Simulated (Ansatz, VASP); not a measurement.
**MgS in VASP and in Ansatz**

The input INCAR:

```
PREC = Accurate
ENCUT = 520
EDIFF = 1E-7
ISMEAR = 0
SIGMA = 0.01
LREAL = F
LASPH = T
NELM = 80
ALGO = Normal
ISIF = 2
LWAVE = F
LCHARG = F
GGA = PS
NBANDS = 11
```

Contents of KPOINTS:

```
regular mesh
0
Gamma
  8 8 8
```

Contents of POSCAR:

```
MgS
1.0
    0.0000000000      2.5909610182      2.6039158233
    2.5909610182      0.0000000000      2.6039158233
    2.5909610182      2.5909610182      0.0000000000
Mg S
1 1
Direct
    0.0000000000      0.0000000000      0.0000000000
    0.5000000000      0.5000000000      0.5000000000
```

Input for Ansatz:

```yaml
crystal:
  lattice:
    - [0.0, 2.59096101824, 2.60391582333]
    - [2.59096101824, 0.0, 2.60391582333]
    - [2.59096101824, 2.59096101824, 0.0]
  atoms:
    - { symbol: Mg, position: [0.0, 0.0, 0.0] }
    - { symbol: S, position: [0.5, 0.5, 0.5] }
kpoints:
  mp_grid: { grid: [8, 8, 8] }
scf:
  occupations: { method: fixed }
  convergence: { dr2_threshold: 1.0e-10 }
hamiltonian:
  xc: pbesol
  pseudopotentials: { kind: all_electron, lapw: { basis_error: 0.0005 } }
output:
  forces: true
  stress: true
  eigenstates:
    kpoints:
      - [0.0, 0.0, 0.0]
      - [0.0, -0.5, -0.5]
      - [-0.5, 0.0, -0.5]
      - [-0.5, -0.5, 0.0]
      - [-0.5, 0.0, 0.0]
      - [0.0, -0.5, 0.0]
      - [0.0, 0.0, -0.5]
      - [-0.5, -0.5, -0.5]
  eigenvalues: true
```

Change from the starting cell: z stretched by +0.5 %, x and y held.

Alike in both runs: task single point; functional PBEsol; k mesh 8 × 8 × 8; no spin polarisation.

```csv
,VASP,Ansatz
version,VASP 6.6.1,Ansatz 0.2.0
potentials or method,"VASP PAW PBE potentials, release 64 (Mg, S), cutoff 520 eV","all-electron LAPW, scalar-relativistic"
occupations,"gaussian, width 0.01 eV",fixed
```

```tsv
	VASP	Ansatz	Ansatz less VASP
gap on the k mesh at the Fermi level (eV)	2.70	2.70	-0.001
pressure (GPa)	-0.6	-0.4	+0.18
traceless stress, the component that is largest in VASP (GPa)	-0.36	-0.36	-0.001
```

VASP's potentials were made for PBE, not for PBEsol. Ansatz ran all-electron here, and VASP with PAW potentials.
